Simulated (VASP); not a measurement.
# C (a cell with a defect) in VASP: notebook

C (a cell with a defect) is run at these levels: PBE; tasks: single point.

Program: VASP 6.6.1. These are calculated values, not measurements. Logs are shortened: lines on timing, memory, paths and dates and some standing lists are left out, and cuts for length are marked.

**1. The cell of the first run**

The cell holds a defect, 29 atoms: a = 6.526 Å, b = 6.526 Å, c = 9.367 Å, α = 69.61°, β = 69.61°, γ = 60.00°.

**2. Single point, PBE**

File INCAR:

```
SYSTEM = C
PREC = Accurate ; ENCUT = 520
EDIFF = 1E-6 ; ISMEAR = 0
SIGMA = 0.1 ; LREAL = Auto
LASPH = .TRUE. ; NELM = 60
ALGO = Normal ; ISIF = 2
LWAVE = .FALSE. ; LCHARG = .FALSE.
GGA = PE ; NBANDS = 78
```

File KPOINTS:

```
Automatic mesh
0
G
  4 4 4
  0 0 0
```

File POSCAR:

```
C
1.0
    6.1662906811     -2.1360657508      0.0000000000
    1.2332581362     -6.4081972523      0.0000000000
    2.4665162724     -2.8480876677     -8.5756693636
C
29
Direct
    0.3679385387      0.6893364818      0.2597619971
    0.2248155109      0.4035248418      0.2602175883
    0.0821759694      0.1179305853      0.2598256656
    0.9393012349      0.8319792252      0.2600284486
    0.7963802315      0.5463024278      0.2603855052
    0.6537741784      0.2608177765      0.2596024760
    0.5107601428     -0.0248727254      0.2596528511
    0.7013842706      0.0227129934      0.2595582812
    0.5584625342      0.7368688463      0.2599099738
    0.4154677713      0.4511905596      0.2598436233
    0.2726126961      0.1655462157      0.2597990787
    0.1298395933      0.8798558579      0.2597371593
    0.9866544357      0.5937716810      0.2607244875
    0.8441142289      0.3083683666      0.2599295642
    0.1608644354      0.7078507423      0.7404416764
    0.0250367493      0.4193543197      0.7144420733
    0.8865772104      0.1403146184      0.7054589844
    0.7457178424      0.8534389719      0.7085460904
    0.6014139080      0.5682736780      0.7113023767
    0.4640687550      0.2765292673      0.7106647588
    0.3172472321      0.9956219056      0.7096180767
    0.5102233287      1.0443955676      0.7053078592
    0.3655997377      0.7593089908      0.7146195521
    0.2127521958      0.4534442161      0.7401995962
    0.0767195195      0.1863212110      0.7096024511
    0.9291713234      0.9044563917      0.7110665933
    0.7914199993      0.6125596080      0.7113162532
    0.6490520996      0.3291965233      0.7084440575
    0.1361675620      0.5282611766      0.8947250267
```

Potentials or basis: VASP PAW PBE potentials, release 64 (C).

Run with:

```sh
cat potpaw_PBE.64/C/POTCAR > POTCAR
mpirun -np 1 vasp_std > vasp.out
```

OUTCAR:

```text
SYSTEM = C
   PREC = Accurate
   ENCUT = 520
   EDIFF = 1E-6
   ISMEAR = 0
   LREAL = Auto
   LASPH = .TRUE.
   NELM = 60
   ISIF = 2
   GGA = PE

 ion  position               nearest neighbor table
   1  0.368  0.689  0.260-  12 1.42  10 1.42   9 1.42
   2  0.225  0.404  0.260-  13 1.42  10 1.42  11 1.42
   3  0.082  0.118  0.260-  11 1.42  14 1.42  12 1.42
   4  0.939  0.832  0.260-  13 1.42   8 1.42  12 1.42
   5  0.796  0.546  0.260-  13 1.42   9 1.42  14 1.42
   6  0.654  0.261  0.260-  14 1.42   8 1.42  10 1.42
   7  0.511  0.975  0.260-  11 1.42   9 1.42   8 1.42
   8  0.701  0.023  0.260-   4 1.42   6 1.42   7 1.42
   9  0.558  0.737  0.260-   5 1.42   7 1.42   1 1.42
  10  0.415  0.451  0.260-   2 1.42   1 1.42   6 1.42
  11  0.273  0.166  0.260-   3 1.42   7 1.42   2 1.42
  12  0.130  0.880  0.260-   3 1.42   1 1.42   4 1.42
  13  0.987  0.594  0.261-   5 1.42   4 1.42   2 1.42
  14  0.844  0.308  0.260-   3 1.42   6 1.42   5 1.42
  15  0.161  0.708  0.740-  26 1.45  23 1.46  24 1.52  29 1.53
  16  0.025  0.419  0.714-  25 1.40  27 1.41  24 1.46
  17  0.887  0.140  0.705-  26 1.41  28 1.42  25 1.43
  18  0.746  0.853  0.709-  26 1.40  22 1.42  27 1.44
  19  0.601  0.568  0.711-  27 1.41  23 1.41  28 1.44
  20  0.464  0.277  0.711-  28 1.40  22 1.41  24 1.45
  21  0.317  0.996  0.710-  23 1.40  22 1.43  25 1.43
  22  0.510  0.044  0.705-  20 1.41  18 1.42  21 1.43
  23  0.366  0.759  0.715-  21 1.40  19 1.41  15 1.46
  24  0.213  0.453  0.740-  20 1.45  16 1.46  15 1.52  29 1.53
  25  0.077  0.186  0.710-  16 1.40  17 1.43  21 1.43
  26  0.929  0.904  0.711-  18 1.40  17 1.41  15 1.45
  27  0.791  0.613  0.711-  19 1.41  16 1.41  18 1.44
  28  0.649  0.329  0.708-  20 1.40  17 1.42  19 1.44
  29  0.136  0.528  0.895-  24 1.53  15 1.53

  LATTYP: Found a trigonal (rhomboedric) cell.
 ALAT       =     9.3668250181
 COS(alpha) =     0.7573103810

  Lattice vectors:

 A1 = (  -3.6997744087,  -0.7120219169,  -8.5756693636)
 A2 = (   1.2332581362,   3.5601095846,  -8.5756693636)
 A3 = (   2.4665162724,  -2.8480876677,  -8.5756693636)

Analysis of symmetry for initial positions (statically):
=====================================================================
 Subroutine PRICEL returns:
 Original cell was already a primitive cell.

 Routine SETGRP: Setting up the symmetry group for a
 trigonal (rhombohedral) supercell.

 Subroutine GETGRP returns: Found  1 space group operations
 (whereof  1 operations were pure point group operations)
 out of a pool of 12 trial point group operations.

The static configuration has the point symmetry C_1 .

[... 173 lines left out ...]
   ISYM   =      2    0-nonsym 1-usesym 2-fastsym
   POTIM  = 0.5000    time-step for ionic-motion
   TEBEG  =    0.0;   TEEND  =   0.0 temperature during run
   PSTRESS=    0.0 pullay stress
   NELECT =     116.0000    total number of electrons
   NUPDOWN=      -1.0000    fix difference up-down
   EMIN   =  10.00;   EMAX   =-10.00  energy-range for DOS
   EFERMI =   0.00;   METHOD = LEGACY
   ISMEAR =     0;   SIGMA  =   0.10  broadening in eV -4-tet -1-fermi 0-gaus
   EFERMI_NEDOS =   21; number of points for ismear=-14 and -15
   IALGO  =     38    algorithm
   IMIX   =      4    mixing-type and parameters
     AMIX     =   0.40;   BMIX     =  1.00
     AMIX_MAG =   1.60;   BMIX_MAG =  1.00
  volume/ion in A,a.u.               =      10.91        73.60
  Fermi-wavevector in a.u.,A,eV,Ry     =   1.171852  2.214478 18.684011  1.373236
  Thomas-Fermi vector in A             =   2.308289
   LORBIT       =      0    0 simple, 1 ext, 2 COOP (PROOUT), +10 PAW based schemes
   GGA     = PE    functional components
   LHFCALC =     F    Hartree Fock is set to
   AEXX    =    0.0000 exact exchange contribution
   IVDW    =     0    specifies the selected vdW correction
   LEPSILON=     F    determine dielectric tensor
   LRPA    =     F    only Hartree local field effects (RPA)
 non-spin polarized calculation
 Gauss-broadening in eV      SIGMA  =   0.10
  energy-cutoff  :      520.00
  volume of cell :      316.27
 maximum number of plane-waves:      8542
 NGX is ok and might be reduce to    50
   NGX = 25   NGY = 25   NGZ = 35

 number of electron     116.0000000 magnetization

 Free energy of the ion-electron system (eV)
  ---------------------------------------------------
  ext. energy  EPLUGINS =         0.00000000
  ---------------------------------------------------
  free energy    TOTEN  =      -261.19379954 eV

  energy without entropy =     -261.18151092  energy(sigma->0) =     -261.18765523

 E-fermi :   2.5152     XC(G=0):  -8.9124

 val. band max:        2.4821591100   @ k =  -0.2500   0.2500  -0.2500
 cond. band min:       2.7214128904   @ k =   0.5000   0.2500  -0.2500
 fundamental gap:      0.2392537804
 Fermi energy:         2.5152402709

 k-point     1 :       0.0000    0.0000    0.0000
  band No.  band energies     occupation
      1     -17.3005      2.00000
      2     -16.3638      2.00000
      3     -15.0900      2.00000
      4     -13.7186      2.00000
      5     -13.6855      2.00000
      6     -13.6187      2.00000
[... 1741 lines left out ...]
     69       8.2920      0.00000
     70       8.4637      0.00000

 [... further k-points ...]

 [bands above 70 left out]

------------------------ aborting loop because EDIFF is reached ----------------------------------------

  FORCE on cell =-STRESS in cart. coord.  units (eV):
  Direction    XX          YY          ZZ          XY          YZ          ZX
  --------------------------------------------------------------------------------------
  -------------------------------------------------------------------------------------
  Total        6.6317701      5.1904035      0.9875319      0.4764268      0.1460785      0.0111634
  in kB       33.5950563     26.2934174      5.0026146      2.4134709      0.7400008      0.0565515
  external PRESSURE =      21.6303627 kB  Pullay stress =       0.0000000 kB

 VOLUME and BASIS-vectors are now :
 -----------------------------------------------------------------------------
  energy-cutoff  :      520.00
  volume of cell :      316.27
      direct lattice vectors                 reciprocal lattice vectors
     6.166290681 -2.136065751  0.000000000     0.173755768  0.033439313  0.038869658
     1.233258136 -6.408197252  0.000000000    -0.057918589 -0.167196565  0.038869658
     2.466516272 -2.848087668 -8.575669364     0.000000000  0.000000000 -0.116608973

 POSITION                                       TOTAL-FORCE (eV/Angst)
 -----------------------------------------------------------------------------------
      3.75965     -5.94317     -2.22763        -0.003713      0.002533     -0.001117
      2.52576     -3.80721     -2.23154        -0.004800     -0.003159     -0.000589
      1.29302     -1.67126     -2.22818        -0.011510      0.002485      0.004615
      7.45941     -8.07848     -2.22992        -0.004118     -0.004932     -0.001291
      6.22669     -5.94354     -2.23298         0.001812      0.009408      0.000203
      4.99333     -3.80725     -2.22627         0.005760      0.002841      0.001063
[... 21 lines left out ...]
      6.15562     -5.51368     -6.07538        -0.000996     -0.003317     -0.000093
      3.69799     -6.22432     -7.67287        -0.000515      0.001714     -0.089092
 -----------------------------------------------------------------------------------
    total drift:                                0.016949     -0.005667      0.004112

  FREE ENERGIE OF THE ION-ELECTRON SYSTEM (eV)
  ---------------------------------------------------
  free  energy   TOTEN  =      -261.1937995388 eV

  energy  without entropy=     -261.1815109217  energy(sigma->0) =     -261.18765523
```

OSZICAR:

```text
N       E                     dE             d eps       ncg     rms          rms(c)
DAV:   1     0.577657844690E+03    0.57766E+03   -0.57770E+04  5632   0.136E+03
DAV:   2    -0.218665112133E+03   -0.79632E+03   -0.76103E+03  7044   0.298E+02
DAV:   3    -0.277201955526E+03   -0.58537E+02   -0.57883E+02  6656   0.820E+01
DAV:   4    -0.278607766569E+03   -0.14058E+01   -0.14015E+01  7320   0.138E+01
DAV:   5    -0.278655279922E+03   -0.47513E-01   -0.47485E-01  7504   0.231E+00    0.240E+01
DAV:   6    -0.265444405685E+03    0.13211E+02   -0.13972E+01  6536   0.110E+01    0.140E+01
DAV:   7    -0.261116106729E+03    0.43283E+01   -0.13456E+01  6544   0.107E+01    0.407E+00
DAV:   8    -0.261172909439E+03   -0.56803E-01   -0.54646E-01  6678   0.232E+00    0.204E+00
DAV:   9    -0.261191543456E+03   -0.18634E-01   -0.92055E-02  6704   0.105E+00    0.242E-01
DAV:  10    -0.261192512042E+03   -0.96859E-03   -0.82196E-03  6570   0.288E-01    0.143E-01
DAV:  11    -0.261193658194E+03   -0.11462E-02   -0.21568E-03  6456   0.172E-01    0.567E-02
DAV:  12    -0.261193795318E+03   -0.13712E-03   -0.56497E-04  6618   0.930E-02    0.246E-02
DAV:  13    -0.261193799026E+03   -0.37072E-05   -0.17196E-04  7114   0.450E-02    0.122E-02
DAV:  14    -0.261193799450E+03   -0.42422E-06   -0.26489E-05  6810   0.166E-02    0.519E-03
DAV:  15    -0.261193799539E+03   -0.89010E-07   -0.55931E-06  5684   0.778E-03
   1 F= -.26119380E+03 E0= -.26118766E+03  d E =-.122886E-01
```

stdout:

```text
POSCAR found type information on POSCAR C
 POSCAR found :  1 types and      29 ions
 scaLAPACK will be used
 LDA part: xc-table for (Slater+PW92), standard interpolation
 POSCAR, INCAR and KPOINTS ok, starting setup
 FFT: planning ... GRIDC
 FFT: planning ... GRID_SOFT
 FFT: planning ... GRID
 WAVECAR not read
 entering main loop
```

Wall time 42 min (1 thread of Oxide Virtual Turin-like, shared host); peak memory 0.7 GiB.

What came out:

| Item | Value |
| --- | --- |
| Free energy | -261.1938 eV |
| Pressure | 2.2 GPa |
| Largest force | 0.089 eV/Å |
| Band gap on the k mesh | zero (bands 58 and 59 overlap by 0.04 eV) |

Forces on the atoms (eV/Å):
```
C   -0.004  0.003 -0.001
C   -0.005 -0.003 -0.001
C   -0.012  0.002  0.005
C   -0.004 -0.005 -0.001
C    0.002  0.009  0.000
C    0.006  0.003  0.001
C    0.001 -0.008  0.002
C   -0.005  0.000 -0.001
C    0.004  0.003  0.003
C   -0.001 -0.004  0.003
C    0.008  0.005  0.001
C    0.002 -0.006  0.001
C   -0.005 -0.001  0.002
C   -0.002 -0.006  0.001
C   -0.001 -0.027  0.013
C    0.011 -0.020  0.000
C    0.010 -0.004  0.001
C   -0.005 -0.006 -0.003
C   -0.004  0.012 -0.003
C   -0.018 -0.018  0.000
C    0.004 -0.013  0.005
C    0.008  0.013  0.006
C   -0.001  0.015  0.007
C    0.002  0.043  0.043
C    0.000  0.014 -0.001
C    0.006  0.003  0.005
C    0.003 -0.002  0.003
C   -0.001 -0.003  0.000
C   -0.001  0.002 -0.089
```

**3. Single point, PBE**

File INCAR:

```
PREC = Accurate
ENCUT = 520
EDIFF = 1E-7
ISMEAR = 0
SIGMA = 0.1
LREAL = Auto
LASPH = T
NELM = 80
ALGO = Normal
ISIF = 2
LWAVE = F
LCHARG = T
GGA = PE
LELF = T
LVHAR = T
NBANDS = 78
```

File KPOINTS:

```
regular mesh
0
Gamma
  4 4 4
```

File POSCAR:

```
C
1.0
   -4.9330325265     -4.2721314856      0.0000000000
    1.2332581316     -6.4081972285      0.0000000000
   -1.2332581316     -3.5601095714      8.5756686354
C
29
Direct
    0.7981420618      1.0126027663      0.7391525104
    0.9411478268      0.5841730699      0.7384790935
    0.5122698761      0.8697946675      0.7392713349
    0.6555029499      0.4412816943      0.7388225070
    0.2265637872      0.7267867312      0.7394657221
    0.3693767803      0.2982116435      0.7394488138
    0.0841969505      0.1559516199      0.7379317309
    0.4647274253      0.6791612377      0.7394393685
    0.6075541171      0.2506745261      0.7393157630
    0.1788879577      0.5363715185      0.7393459647
    0.3219035272      0.1080013623      0.7388201748
    0.8938324090      0.3940107597      0.7377957649
    0.0363824416      0.9652340555      0.7387666512
    0.7505611637      0.8220665942      0.7390972377
    0.9629073753      0.0242935273      0.2608673557
    0.0861354145      0.5919953104      0.2954517143
    0.6614484827      0.8789133623      0.2923468836
    0.8048716311      0.4557137178      0.2904880198
    0.3762151834      0.7365768939      0.2915899746
    0.5127692142      0.3130303378      0.2861825829
    0.2347125112      0.1640231389      0.2897693586
    0.6136391387      0.6879063916      0.2957428870
    0.7601551623      0.2788000841      0.2609513141
    0.3264363449      0.5459786202      0.2912978691
    0.4690917093      0.1198301676      0.2894745711
    0.0404375007      0.4031414282      0.2925283271
    0.1931649152     -0.0271966227      0.2868853852
    0.8983787354      0.8278640818      0.2898951797
    0.9156871792      0.2039743519      0.1066487103
```

Potentials or basis: VASP PAW PBE potentials, release 64 (C).

Run with:

```sh
cat potpaw_PBE.64/C/POTCAR > POTCAR
mpirun -np 1 vasp_std > vasp.out
```

Wall time 43 min (1 thread of Oxide Virtual Turin-like, shared host); peak memory 0.69 GiB.

It converged, with:

| Item | Value |
| --- | --- |
| Free energy | -261.1799 eV |
| Pressure | 2.2 GPa |
| Largest force | 0.098 eV/Å |
| Band gap on the k mesh | zero (bands 58 and 59 overlap by 0.06 eV) |

Forces on the atoms (eV/Å):
```
C    0.001 -0.006 -0.003
C    0.004 -0.002  0.001
C   -0.004  0.003 -0.003
C    0.002  0.001  0.001
C    0.003  0.006 -0.001
C    0.010  0.004 -0.001
C   -0.001 -0.002  0.002
C    0.002 -0.001  0.003
C    0.004 -0.002  0.003
C    0.001 -0.001  0.001
C   -0.002  0.007 -0.001
C    0.003  0.002 -0.003
C   -0.003 -0.007 -0.001
C    0.008 -0.005  0.002
C   -0.032  0.017  0.038
C   -0.003 -0.005  0.007
C    0.004 -0.004  0.001
C   -0.005  0.012  0.001
C   -0.004  0.005 -0.002
C   -0.011 -0.004  0.005
C    0.003  0.003  0.002
C   -0.005  0.007  0.003
C    0.030 -0.010  0.027
C    0.003 -0.009  0.009
C   -0.007  0.000  0.002
C   -0.009  0.002  0.000
C    0.008 -0.001  0.006
C    0.000 -0.013 -0.001
C   -0.002  0.001 -0.098
```

Stress tensor (GPa, compression positive):
```
 2.58  0.20 -0.04
 0.20  3.38 -0.10
-0.04 -0.10  0.58
```

Levels at points of the mesh, in eV from the Fermi level:
```csv
k point,band 54,band 55,band 56,band 57,band 58,band 59,band 60,band 61,band 62,band 63
"(0.00, 0.00, 0.00)",-2.79,-2.39,-2.39,-1.75,-0.57,0.52,2.66,4.12,4.13,4.15
"(0.50, 0.00, 0.00)",-1.56,-1.42,-0.95,-0.89,-0.70,0.54,1.41,1.68,2.11,2.12
"(0.00, 0.50, 0.00)",-1.69,-1.41,-0.96,-0.91,-0.03,0.69,0.79,1.87,2.11,2.14
"(0.50, 0.50, 0.50)",-1.68,-1.28,-0.95,-0.94,-0.61,-0.09,1.33,2.10,2.13,2.31
"(0.50, 0.50, 0.00)",-1.67,-1.32,-0.97,-0.90,-0.62,-0.06,1.33,2.11,2.13,2.26
"(0.00, 0.50, 0.50)",-1.71,-1.42,-0.96,-0.91,-0.05,0.70,0.79,1.84,2.12,2.15
"(0.50, 0.00, 0.50)",-1.55,-1.42,-0.95,-0.89,-0.71,0.54,1.41,1.66,2.12,2.15
"(0.00, 0.00, 0.50)",-2.78,-2.39,-2.39,-1.79,-0.59,0.51,2.63,4.14,4.16,4.18
```

**4. Single point, PBE**

File INCAR:

```
ALGO = Normal
EDIFF = 1E-6
ENCUT = 520
GGA = PE
ISIF = 2
ISMEAR = 0
LASPH = True
LCHARG = False
LREAL = Auto
LWAVE = False
NBANDS = 78
NELM = 80
PREC = Accurate
SIGMA = 0.1
```

File KPOINTS:

```
k-points
0
Gamma
  4 4 4
```

File POSCAR:

```
C
1.0
   -4.9330325265     -4.2721314856      0.0000000000
    1.2332581316     -6.4081972285      0.0000000000
   -1.2332581316     -3.5601095714      8.5756686354
C
29
Direct
    0.8319952211      1.0999033746      0.7409927167
    0.9747741954      0.6711842485      0.7411202870
    0.5461662758      0.9568855589      0.7412761932
    0.6891551201      0.5283776283      0.7408987299
    0.2603706575      0.8141409469      0.7412568361
    0.4034011600      0.3854238137      0.7413079108
    0.1177062303      0.2428061381      0.7407094735
    0.4985941015      0.7663565606      0.7412329312
    0.6415622309      0.3378758939      0.7410247842
    0.2128120251      0.6235262757      0.7413672648
    0.3556668466      0.1950661301      0.7411033787
    0.9272468952      0.4808244245      0.7407950645
    0.0700358347      1.0523473939      0.7408432240
    0.7843144323      0.9093706520      0.7412196378
    0.9204365806     -0.0474745419      0.2690369810
    0.0575393633      0.5222673419      0.2886377850
    0.6257124029      0.8033361479      0.2943456781
    0.7713154836      0.3808114322      0.3023539167
    0.3455513589      0.6660595328      0.2805245984
    0.4903025584      0.2384321029      0.2703796169
    0.2019803242      0.0910153239      0.2858005719
    0.5794661876      0.6154524963      0.2965561180
    0.7313897343      0.2030307708      0.2719892873
    0.2991469779      0.4786673635      0.2750086437
    0.4359677443      0.0429064509      0.2869120887
    0.0070625143      0.3302367414      0.2952265424
    0.1580668988     -0.0956906159      0.2749875374
    0.8656394532      0.7576108721      0.2888488473
    0.7669569798      0.1935153505      0.1095161252
```

Run with:

```sh
cat potpaw_PBE.64/C/POTCAR > POTCAR
mpirun -np 1 vasp_std > vasp.out
```

It took 46 min on 1 thread of Oxide Virtual Turin-like, shared host; peak memory 0.7 GiB.

The run converged. Its results:

```
Free energy   : -260.8139 eV
Pressure      : 1.7 GPa
Largest force : 0.077 eV/Å
```

Forces on the atoms (eV/Å):
```
C   -0.006 -0.006  0.001
C   -0.008  0.004  0.000
C    0.002  0.001  0.000
C    0.002  0.005 -0.002
C    0.001  0.002  0.000
C    0.001  0.001  0.000
C   -0.005  0.000  0.002
C   -0.001  0.007 -0.001
C    0.000 -0.007  0.000
C   -0.003 -0.003  0.000
C   -0.002  0.000  0.000
C    0.009 -0.004  0.001
C    0.008 -0.005  0.000
C    0.003  0.001  0.001
C   -0.004  0.003  0.004
C   -0.003  0.010 -0.004
C    0.000 -0.001  0.005
C   -0.003  0.011  0.009
C   -0.007  0.000  0.002
C    0.004  0.005  0.002
C    0.005 -0.003 -0.001
C    0.005  0.006  0.006
C   -0.004 -0.040  0.057
C   -0.003  0.002 -0.012
C   -0.004 -0.005  0.002
C    0.001  0.004  0.004
C    0.006 -0.001 -0.003
C    0.002 -0.001  0.000
C    0.003  0.015 -0.075
```

Stress tensor (GPa, compression positive):
```
-0.01 -0.33  0.00
-0.33  4.79 -0.02
 0.00 -0.02  0.45
```

**5. The runs side by side**

```tsv
cell	gap on the mesh (eV)	pressure (GPa)	largest force (eV/Å)
a = 6.526, b = 6.526, c = 9.367 Å, angles 69.6, 69.6, 60.0°, 29 atoms, atomic positions A	none	2.2	0.09
a = 6.526, b = 6.526, c = 9.367 Å, angles 69.6, 69.6, 60.0°, 29 atoms, atomic positions B	none	2.2	0.10
a = 6.526, b = 6.526, c = 9.367 Å, angles 69.6, 69.6, 60.0°, 29 atoms, atomic positions C	-	1.7	0.08
```

Alike in all rows: task single point; level PBE; potentials or basis VASP PAW PBE potentials, release 64 (C); no spin polarisation; k mesh 4 × 4 × 4; cutoff (eV) 520; smearing gaussian 0.1 eV.

Total energies depend on the potentials used, so only differences within one code and one set of settings carry meaning.

The gap in the log of VASP goes by the Fermi energy; the results here count the filled bands.